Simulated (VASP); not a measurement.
# Ga2O3 (R-3c) in VASP: relaxation of cell and atoms with PBE+D3(BJ)

Aim: the relaxation of cell and atoms of Ga2O3 with PBE+D3(BJ).

Everything below comes from runs of VASP 6.6.1. Logs are shortened: lines on timing, memory, paths and dates and some standing lists are left out, and cuts for length are marked.

### 1 The cell of the first run

The structure is trigonal, space group R-3c (No. 167). Conventional cell: a = 5.057 Å, b = 5.057 Å, c = 13.625 Å, α = 90.00°, β = 90.00°, γ = 120.00°. Within 2.6 Å of Ga (site symmetry 3) lie 6 O at 1.95 to 2.10 Å. Within 2.9 Å of O (site symmetry 2) lie 4 Ga at 1.95 to 2.10 Å and 8 O at 2.66 to 2.88 Å.

### 2 Relaxation of cell and atoms, PBE+D3(BJ)

Contents of INCAR:

```
  PREC = Accurate
  ENCUT = 600
  EDIFF = 1E-6
  ISMEAR = 0
  SIGMA = 0.02
  LREAL = F
  LASPH = T
  NELM = 60
  ALGO = Normal
  ISIF = 3
  LWAVE = F
  LCHARG = F
  GGA = PE
  IVDW = 12
  IBRION = 2
  NSW = 70
  EDIFFG = -0.02
```

Contents of KPOINTS:

```
Automatic mesh
0
Gamma
  6 6 6
```

Contents of POSCAR:

```
Ga2O3
1.0
    2.5286557273      1.4599202339      4.5416940459
   -2.5286557273      1.4599202339      4.5416940459
    0.0000000000     -2.9198399607      4.5416942089
Ga O
4 6
Direct
    0.3557656963      0.3557656963      0.3557656963
    0.1442343037      0.1442343037      0.1442343037
    0.6442343037      0.6442343037      0.6442343037
    0.8557656963      0.8557656963      0.8557656963
    0.5531629554      0.9468370446      0.2500000000
    0.2500000000      0.5531629554      0.9468370446
    0.9468370446      0.2500000000      0.5531629554
    0.4468370446      0.0531629554      0.7500000000
    0.7500000000      0.4468370446      0.0531629554
    0.0531629554      0.7500000000      0.4468370446
```

Potentials or basis: VASP PAW PBE potentials, release 64 (Ga_d, O).

Launch:

```sh
cat potpaw_PBE.64/Ga_d/POTCAR potpaw_PBE.64/O/POTCAR > POTCAR
mpirun -np 1 vasp_std > vasp.out
```

OUTCAR:

```text
PREC = Accurate
   ENCUT = 600
   EDIFF = 1E-6
   ISMEAR = 0
   LREAL = F
   LASPH = T
   NELM = 60
   ISIF = 3
   GGA = PE
   IVDW = 12
   IBRION = 2
   NSW = 70
   EDIFFG = -0.02
 IVDW          = 12

 ion  position               nearest neighbor table
   1  0.356  0.356  0.356-  10 1.95   8 1.95   9 1.95   5 2.10   6 2.10   7 2.10   2 2.88
   2  0.144  0.144  0.144-   9 1.95   8 1.95  10 1.95   5 2.10   7 2.10   6 2.10   1 2.88
   3  0.644  0.644  0.644-   7 1.95   5 1.95   6 1.95   8 2.10   9 2.10  10 2.10   4 2.88
   4  0.856  0.856  0.856-   6 1.95   5 1.95   7 1.95   8 2.10  10 2.10   9 2.10   3 2.88
   5  0.553  0.947  0.250-   3 1.95   4 1.95   1 2.10   2 2.10
   6  0.250  0.553  0.947-   4 1.95   3 1.95   1 2.10   2 2.10
   7  0.947  0.250  0.553-   3 1.95   4 1.95   2 2.10   1 2.10
   8  0.447  0.053  0.750-   1 1.95   2 1.95   3 2.10   4 2.10
   9  0.750  0.447  0.053-   2 1.95   1 1.95   3 2.10   4 2.10
  10  0.053  0.750  0.447-   1 1.95   2 1.95   4 2.10   3 2.10

  LATTYP: Found a trigonal (rhomboedric) cell.
 ALAT       =     5.3993010365
 COS(alpha) =     0.5613336500

  Lattice vectors:

 A1 = (   2.5286557273,   1.4599202339,   4.5416940459)
 A2 = (  -2.5286557273,   1.4599202339,   4.5416940459)
 A3 = (   0.0000000000,  -2.9198399607,   4.5416942089)

Analysis of symmetry for initial positions (statically):
=====================================================================
 Subroutine PRICEL returns:
 Original cell was already a primitive cell.

 Routine SETGRP: Setting up the symmetry group for a
 trigonal (rhombohedral) supercell.

 Subroutine GETGRP returns: Found 12 space group operations
 (whereof  6 operations were pure point group operations)
 out of a pool of 12 trial point group operations.

The static configuration has the point symmetry S_6 .
 The point group associated with its full space group is D_3d.

Analysis of symmetry for dynamics (positions and initial velocities):
=====================================================================
 Subroutine PRICEL returns:
 Original cell was already a primitive cell.

 Routine SETGRP: Setting up the symmetry group for a
 trigonal (rhombohedral) supercell.

 Subroutine GETGRP returns: Found 12 space group operations
 (whereof  6 operations were pure point group operations)
 out of a pool of 12 trial point group operations.

The dynamic configuration has the point symmetry S_6 .
 The point group associated with its full space group is D_3d.

 Subroutine INISYM returns: Found 12 space group operations
 (whereof  6 operations are pure point group operations),
 and found     1 'primitive' translations

----------------------------------------------------------------------------------------

                                     Primitive cell

  volume of cell :     100.5977

  direct lattice vectors                    reciprocal lattice vectors
     2.528655727  1.459920234  4.541694046     0.197733521  0.114161504  0.073394048
    -2.528655727  1.459920234  4.541694046    -0.197733521  0.114161504  0.073394048
     0.000000000 -2.919839961  4.541694209     0.000000000 -0.228323000  0.073394061

  length of vectors
     5.399301037  5.399301037  5.399301037     0.239829274  0.239829274  0.239829274

  position of ions in fractional coordinates (direct lattice)
     0.355765696  0.355765696  0.355765696
     0.144234304  0.144234304  0.144234304
     0.644234304  0.644234304  0.644234304
     0.855765696  0.855765696  0.855765696
     0.553162955  0.946837045  0.250000000
     0.250000000  0.553162955  0.946837045
     0.946837045  0.250000000  0.553162955
     0.446837045  0.053162955  0.750000000
     0.750000000  0.446837045  0.053162955
     0.053162955  0.750000000  0.446837045

  ion indices of the primitive-cell ions
   primitive index   ion index
                 1           1
                 2           2
                 3           3
                 4           4
                 5           5
                 6           6
                 7           7
                 8           8
                 9           9
                10          10

----------------------------------------------------------------------------------------

 KPOINTS: Automatic mesh

Automatic generation of k-mesh.
 Grid dimensions read from file:
 generate k-points for:    6    6    6

 Generating k-lattice:

  Cartesian coordinates                     Fractional coordinates (reciprocal lattice)
     0.032955587  0.019026917  0.012232341     0.166666667  0.000000000  0.000000000
    -0.032955587  0.019026917  0.012232341     0.000000000  0.166666667  0.000000000
     0.000000000 -0.038053833  0.012232343     0.000000000  0.000000000  0.166666667

  Length of vectors
     0.039971546  0.039971546  0.039971546

  Shift w.r.t. Gamma in fractional coordinates (k-lattice)
     0.000000000  0.000000000  0.000000000

 Subroutine IBZKPT returns following result:
 ===========================================

 Found     32 irreducible k-points:

 Following reciprocal coordinates:
            Coordinates               Weight
  0.000000  0.000000  0.000000      1.000000
  0.166667  0.000000 -0.000000      6.000000
  0.333333  0.000000 -0.000000      6.000000
  0.500000  0.000000  0.000000      3.000000
  0.166667  0.166667 -0.000000      6.000000
  0.333333  0.166667 -0.000000     12.000000
[... 16 lines left out ...]
  0.500000  0.500000  0.166667      6.000000
 -0.333333  0.500000  0.166667     12.000000
 [... further k-points ...]
   k-points           NKPTS =     32   k-points in BZ     NKDIM =     32   number of bands    NBANDS=     52
   number of dos      NEDOS =    301   number of ions     NIONS =     10
   total plane-waves  NPLWV = 110592
   dimension x,y,z NGX =    48 NGY =   48 NGZ =   48
   dimension x,y,z NGXF=    96 NGYF=   96 NGZF=   96
   ions per type =               4   6
   NGX,Y,Z   is equivalent  to a cutoff of  14.78, 14.78, 14.78 a.u.
   NGXF,Y,Z  is equivalent  to a cutoff of  29.56, 29.56, 29.56 a.u.
 SYSTEM =  unknown system
   PREC   = accura    normal or accurate (medium, high low for compatibility)
   ISTART =      0    job   : 0-new  1-cont  2-samecut
   ICHARG =      2    charge: 1-file 2-atom 10-const
   ISPIN  =      1    spin polarized calculation?
   LNONCOLLINEAR =      F non collinear calculations
   LSORBIT =      F    spin-orbit coupling
   LASPH  =      T    aspherical Exc in radial PAW
   ENCUT  =  600.0 eV  44.10 Ry    6.64 a.u.  10.78 10.78 10.78*2*pi/ulx,y,z
   NELM   =     60;   NELMIN=  2; NELMDL= -5     # of ELM steps
   EDIFF  = 0.1E-05   stopping-criterion for ELM
   LREAL  =      F    real-space projection
   EDIFFG = -.2E-01   stopping-criterion for IOM
   NSW    =     70    number of steps for IOM
   IBRION =      2    ionic relax: 0-MD 1-quasi-New 2-CG
   NFREE  =      1    steps in history (QN), initial steepest desc. (CG)
   ISIF   =      3    stress and relaxation
   ISYM   =      2    0-nonsym 1-usesym 2-fastsym
   POTIM  = 0.5000    time-step for ionic-motion
   TEBEG  =    0.0;   TEEND  =   0.0 temperature during run
   PSTRESS=    0.0 pullay stress
   NELECT =      88.0000    total number of electrons
   NUPDOWN=      -1.0000    fix difference up-down
   EMIN   =  10.00;   EMAX   =-10.00  energy-range for DOS
   EFERMI =   0.00;   METHOD = LEGACY
   ISMEAR =     0;   SIGMA  =   0.02  broadening in eV -4-tet -1-fermi 0-gaus
   EFERMI_NEDOS =   21; number of points for ismear=-14 and -15
   IALGO  =     38    algorithm
   IMIX   =      4    mixing-type and parameters
     AMIX     =   0.40;   BMIX     =  1.00
     AMIX_MAG =   1.60;   BMIX_MAG =  1.00
  volume/ion in A,a.u.               =      10.06        67.89
  Fermi-wavevector in a.u.,A,eV,Ry     =   1.565692  2.958729 33.353218  2.451392
  Thomas-Fermi vector in A             =   2.668131
   LORBIT       =      0    0 simple, 1 ext, 2 COOP (PROOUT), +10 PAW based schemes
   GGA     = PE    functional components
   LHFCALC =     F    Hartree Fock is set to
   AEXX    =    0.0000 exact exchange contribution
   IVDW    =    12    specifies the selected vdW correction
   LEPSILON=     F    determine dielectric tensor
   LRPA    =     F    only Hartree local field effects (RPA)
 conjugate gradient relaxation of ions
 non-spin polarized calculation
 Gauss-broadening in eV      SIGMA  =   0.02
  energy-cutoff  :      600.00
  volume of cell :      100.60
 maximum number of plane-waves:      3378
 NGX is ok and might be reduce to    48
   NGX = 21   NGY = 21   NGZ = 21

--------------------------------------- Ionic step        1  -------------------------------------------

 number of electron      88.0000001 magnetization

 Free energy of the ion-electron system (eV)
  ---------------------------------------------------
  ext. energy  EPLUGINS =         0.00000000
  ---------------------------------------------------
  free energy    TOTEN  =       -59.40823089 eV

  energy without entropy =      -59.40823089  energy(sigma->0) =      -59.40823089

------------------------ aborting loop because EDIFF is reached ----------------------------------------

 Edisp (eV)   -2.07418

 E8    (eV) :    -0.8115

  FORCE on cell =-STRESS in cart. coord.  units (eV):
  Direction    XX          YY          ZZ          XY          YZ          ZX
  --------------------------------------------------------------------------------------
  -------------------------------------------------------------------------------------
  Total      -1.67304    -1.67304    -1.73338    -0.00000    -0.00000    -0.00000
  in kB     -26.64587   -26.64587   -27.60679    -0.00000    -0.00000    -0.00000
  external pressure =      -26.97 kB  Pullay stress =        0.00 kB
[... 77 lines left out ...]
  energy  without entropy=      -61.4864920884  energy(sigma->0) =      -61.48649209

--------------------------------------- Ionic step        3  -------------------------------------------

 number of electron      87.9999997 magnetization

 Free energy of the ion-electron system (eV)
  ---------------------------------------------------
  ext. energy  EPLUGINS =         0.00000000
  ---------------------------------------------------
  free energy    TOTEN  =       -59.39077804 eV

  energy without entropy =      -59.39077804  energy(sigma->0) =      -59.39077804

 E-fermi :   4.3839     XC(G=0): -12.0386

 val. band max:        4.2459732637   @ k =  -0.1667   0.1667   0.0000
 cond. band min:       6.7811580599   @ k =   0.0000   0.0000   0.0000
 fundamental gap:      2.5351847962
 Fermi energy:         4.3839199161

 k-point     1 :       0.0000    0.0000    0.0000
  band No.  band energies     occupation
      1     -14.5420      2.00000
      2     -12.6332      2.00000
      3     -12.6332      2.00000
      4     -12.6098      2.00000
      5     -12.5893      2.00000
      6     -12.5893      2.00000
[... 1309 lines left out ...]
     51      14.0637      0.00000
     52      14.8974      0.00000

 [... further k-points ...]

------------------------ aborting loop because EDIFF is reached ----------------------------------------

 Edisp (eV)   -2.10342

 E8    (eV) :    -0.8229

  FORCE on cell =-STRESS in cart. coord.  units (eV):
  Direction    XX          YY          ZZ          XY          YZ          ZX
  --------------------------------------------------------------------------------------
  -------------------------------------------------------------------------------------
  Total       0.10499     0.10499    -0.16362    -0.00000    -0.00000    -0.00000
  in kB       1.69507     1.69507    -2.64180    -0.00000    -0.00000    -0.00000
  external pressure =        0.25 kB  Pullay stress =        0.00 kB
[... 25 lines left out ...]
  FREE ENERGIE OF THE ION-ELECTRON SYSTEM (eV)
  ---------------------------------------------------
  free  energy   TOTEN  =       -61.4941970078 eV

  energy  without entropy=      -61.4941970078  energy(sigma->0) =      -61.49419701

 reached required accuracy - stopping structural energy minimisation
```

Run time: 4.5 min. Hardware: 1 thread of Intel Xeon 6975P-C (Granite Rapids), shared host; peak memory 0.42 GiB.

Results:

```
Free energy                           : -61.4942 eV
Relaxed volume                        : 9.92 Å³/atom
Relaxed cell                          : a = 5.374 Å, b = 5.374 Å, c = 5.374 Å, α = 55.86°, β = 55.86°, γ = 55.86°
Space group after relaxing (to 0.1 Å) : R-3c (No. 167)
Energy gained by relaxing             : 1.2 meV/atom
Ionic steps                           : 3
Pressure after relaxing               : 0.0 GPa
Largest force after relaxing          : 0.018 eV/Å
Band gap on the k mesh                : 2.54 eV (least direct gap 2.77 eV)
Dispersion energy per atom            : -0.210 eV
```

Forces on the atoms (eV/Å):
```
Ga   0.000  0.000  0.018
Ga   0.000  0.000 -0.018
Ga   0.000  0.000 -0.018
Ga   0.000  0.000  0.018
O    0.003  0.000  0.000
O   -0.002  0.003  0.000
O   -0.002 -0.003  0.000
O   -0.003  0.000  0.000
O    0.002 -0.003  0.000
O    0.002  0.003  0.000
```

The path:
```csv
step,energy change (eV),largest force (eV/Å),pressure (GPa),volume (Å³)
1,0.0000,0.0221,-2.70,100.60
2,-0.0041,0.0148,2.30,98.15
3,-0.0118,0.0183,0.02,99.23
```

Final structure:
```yaml
crystal:
  lattice:
    - [2.51730, 1.45336, 4.52056]
    - [-2.51730, 1.45336, 4.52056]
    - [0.00000, -2.90672, 4.52056]
  atoms:
    - { symbol: Ga, position: [0.35581, 0.35581, 0.35581] }
    - { symbol: Ga, position: [0.14419, 0.14419, 0.14419] }
    - { symbol: Ga, position: [0.64419, 0.64419, 0.64419] }
    - { symbol: Ga, position: [0.85581, 0.85581, 0.85581] }
    - { symbol: O, position: [0.55319, 0.94681, 0.25000] }
    - { symbol: O, position: [0.25000, 0.55319, 0.94681] }
    - { symbol: O, position: [0.94681, 0.25000, 0.55319] }
    - { symbol: O, position: [0.44681, 0.05319, 0.75000] }
    - { symbol: O, position: [0.75000, 0.44681, 0.05319] }
    - { symbol: O, position: [0.05319, 0.75000, 0.44681] }
```

Levels at points of the mesh, in eV from the valence-band top:
```
           k point  band 41  band 42  band 43  band 44  band 45  band 46  band 47  band 48
(0.00, 0.00, 0.00)    -0.32    -0.32    -0.24    -0.24     2.54     6.43     6.65     8.64
(0.50, 0.00, 0.00)    -0.95    -0.95    -0.15    -0.15     6.14     6.14     6.50     6.50
(0.50, 0.50, 0.00)    -0.84    -0.69    -0.25    -0.15     6.27     6.48     7.36     7.42
(0.50, 0.50, 0.50)    -0.29    -0.29    -0.29    -0.29     5.61     5.61     7.61     7.61
```

A k mesh can miss the band edges. PBE gaps usually lie below the measured ones, often by a third to a half.
